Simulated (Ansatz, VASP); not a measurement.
One calculation of CuO, two programs

The input INCAR:

```
SYSTEM = CuO
PREC     = Accurate       ! precision mode
ENCUT    = 520            ! plane-wave cutoff, eV
EDIFF    = 1E-6           ! SCF threshold, eV
ISMEAR   = -1             ! smearing method
SIGMA    = 0.05           ! smearing width, eV
LREAL    = .FALSE.        ! projectors in reciprocal space
LASPH    = .TRUE.         ! aspherical terms in the spheres
NELM     = 80             ! most SCF steps
ALGO     = Normal         ! electronic algorithm
ISIF     = 2              ! what is computed and relaxed
LWAVE    = .FALSE.        ! write WAVECAR
LCHARG   = .FALSE.        ! write CHGCAR
GGA      = PE             ! functional
NBANDS   = 16             ! bands
```

File KPOINTS:

```
regular mesh
0
G
  8 8 8
  0 0 0
```

Contents of POSCAR:

```
CuO
1.0
    0.0000000000      2.3272527300      2.3737977846
    2.3272527300      0.0000000000      2.3737977846
    2.3272527300      2.3272527300      0.0000000000
Cu O
1 1
Direct
    0.0000000000      0.0000000000      0.0000000000
    0.2500000000      0.2500000000      0.2500000000
```

Contents of input.yaml:

```yaml
crystal:
  lattice:
    - [0.0, 2.32725273, 2.3737977846]
    - [2.32725273, 0.0, 2.3737977846]
    - [2.32725273, 2.32725273, 0.0]
  atoms:
    - { symbol: Cu, position: [0.0, 0.0, 0.0] }
    - { symbol: O, position: [0.25, 0.25, 0.25] }
hamiltonian:
  xc: pbe
  pseudopotentials: { kind: paw }
kpoints:
  mp_grid: { grid: [8, 8, 8] }
  band_path:
    path:
      - [[0.0, 0.0, 0.0], [-0.5, 0.0, -0.5], [-0.5, -0.2402921953, -0.7402921953], [-0.3701460977, -0.3701460977, -0.7402921953], [0.0, 0.0, 0.0], [0.5, 0.5, 0.0], [0.3701460977, 0.3701460977, -0.2597078047], [0.0, 0.0, -0.5], [-0.25, 0.25, -0.5], [0.2402921953, 0.5, -0.2597078047], [0.5, 0.5, 0.0]]
      - [[-0.5, 0.0, -0.5], [-0.25, 0.25, -0.5]]
    npoints: 14
scf:
  occupations: { method: fermi_dirac, width: 0.05 }
  n_extra_bands: 6
output:
  forces: true
  stress: true
  eigenvalues: true
  fatbands: false
  write_density: true
  write_potential: true
  elf: true
  volumetric_format: npy
```

Alike in both runs: functional PBE; k mesh 8 × 8 × 8; occupations fermi-dirac, width 0.05 eV; no spin polarisation.

|  | VASP | Ansatz |
| --- | --- | --- |
| version | VASP 6.6.1 | Ansatz 0.2.0 |
| potentials or method | VASP PAW PBE potentials, release 64 (Cu, O) | Ansatz PAW |
| plane-wave cutoff (eV) | 520 | 420 |
| valence electrons in the cell | 17 | 25 |
| task | single point | band structure |

Ansatz gave:

| Quantity | Value |
| --- | --- |
| gap on the k mesh at the Fermi level (eV) | none |
| pressure (GPa) | -11.4 |
| traceless stress, the component that is largest in VASP (GPa) | -0.46 |

**Question.** Estimate VASP's values.

**Answer.** gap on the k mesh at the Fermi level (eV): none; pressure (GPa): -10.8; traceless stress, the component that is largest in VASP (GPa): -0.44.

A gap of «none» marks a metal or a gap that the smearing closes. VASP's potentials hold 17 valence electrons a cell and Ansatz's 25, so a difference there can come from the potentials and not from the codes.
